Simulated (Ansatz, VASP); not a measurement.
**One calculation of Cs2AgBiBr6, two programs**

```
Cs Ag Bi Br
1.0
     0.00000    5.74180    5.74180
     5.74180    0.00000    5.74180
     5.74180    5.74180    0.00000
Cs Ag Bi Br
2 1 1 6
Direct
  0.25000 0.25000 0.25000
  0.75000 0.75000 0.75000
  0.50000 0.50000 0.50000
  0.00000 0.00000 0.00000
  0.25129 0.74871 0.25129
  0.25129 0.74871 0.74871
  0.74871 0.25129 0.74871
  0.74871 0.25129 0.25129
  0.25129 0.25129 0.74871
  0.74871 0.74871 0.25129
```

Alike in both runs: functional PBE; k mesh 4 × 4 × 4; occupations fermi-dirac, width 0.02 eV; no spin polarisation.

Ansatz relaxed the structure, and its values are those at the end. VASP's run is a single point on that final structure, the one shown.

|  | VASP | Ansatz |
| --- | --- | --- |
| version | VASP 6.6.1 | Ansatz 0.2.0 |
| potentials or method | VASP PAW PBE potentials, release 64 (Cs_sv, Ag, Bi_d, Br), cutoff 520 eV | PAW plane waves |
| valence electrons in the cell | 86 | 94 |

|  | VASP | Ansatz | Ansatz less VASP |
| --- | --- | --- | --- |
| gap on the k mesh at the Fermi level (eV) | 1.33 | 1.33 | 0.000 |
| pressure (GPa) | 0.0 | 0.0 | +0.01 |

VASP's potentials hold 86 valence electrons a cell and Ansatz's 94, so a difference there can come from the potentials and not from the codes.

Spin-orbit coupling is off throughout.
